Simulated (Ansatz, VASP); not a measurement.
Two plane-wave programs on YSb

INCAR

```
SYSTEM = YSb
PREC = Accurate
ENCUT = 600
EDIFF = 1E-7
ISMEAR = -1
SIGMA = 0.1
LREAL = .FALSE.
LASPH = .TRUE.
NELM = 60
ALGO = Normal
ISIF = 3
LWAVE = .FALSE.
LCHARG = .FALSE.
IBRION = 2
NSW = 60
EDIFFG = -0.005
```

File KPOINTS:

```
Automatic mesh
0
G
  12 12 12
  0 0 0
```

The input POSCAR:

```
YSb
1.0
    0.0000000000      3.1072325060      3.1072325060
    3.1072325060      0.0000000000      3.1072325060
    3.1072325060      3.1072325060      0.0000000000
Y Sb
1 1
Direct
    0.0000000000      0.0000000000      0.0000000000
    0.2500000000      0.2500000000      0.2500000000
```

Input for Ansatz:

```yaml
crystal:
  lattice:
    - [0.0, 3.107232506, 3.107232506]
    - [3.107232506, 0.0, 3.107232506]
    - [3.107232506, 3.107232506, 0.0]
  atoms:
    - { symbol: "Y", position: [0.0, 0.0, 0.0] }
    - { symbol: Sb, position: [0.25, 0.25, 0.25] }
kpoints:
  mp_grid: { grid: [12, 12, 12] }
scf:
  occupations: { method: fermi_dirac, width: 0.1 }
hamiltonian:
  xc: lda
  pseudopotentials: { kind: paw }
output:
  forces: true
  stress: true
  write_density: true
  write_potential: true
  elf: true
  volumetric_format: npy
relax:
  f_tol: 0.005
  max_steps: 40
  cell: {}
```

Alike in both runs: task relaxation of cell and atoms; functional LDA; k mesh 12 × 12 × 12; occupations fermi-dirac, width 0.1 eV; no spin polarisation.

```csv
,VASP,Ansatz
version,VASP 6.6.1,Ansatz 0.2.0
potentials or method,"VASP PAW LDA potentials, release 64 (Y_sv, Sb)","PAW with Ansatz's default frozen-core files, scalar-relativistic"
plane-wave cutoff (eV),600,420
valence electrons in the cell,16,26
```

|  | VASP | Ansatz | Ansatz less VASP |
| --- | --- | --- | --- |
| relaxed volume (Å³/atom) | 39.29 | 39.16 | -0.129 |
| relaxed cell length with the largest relative difference (Å) | 4.808 | 4.802 | -0.0053 |

LDA's correlation is that of Perdew and Zunger in VASP and of Perdew and Wang (1992) in Ansatz. VASP's potentials hold 16 valence electrons a cell and Ansatz's 26, so a difference there can come from the potentials and not from the codes.

Spin-orbit coupling is off throughout. Noted on VASP's run: the volume moved by over 15 % at a fixed basis, so the end points are rough.
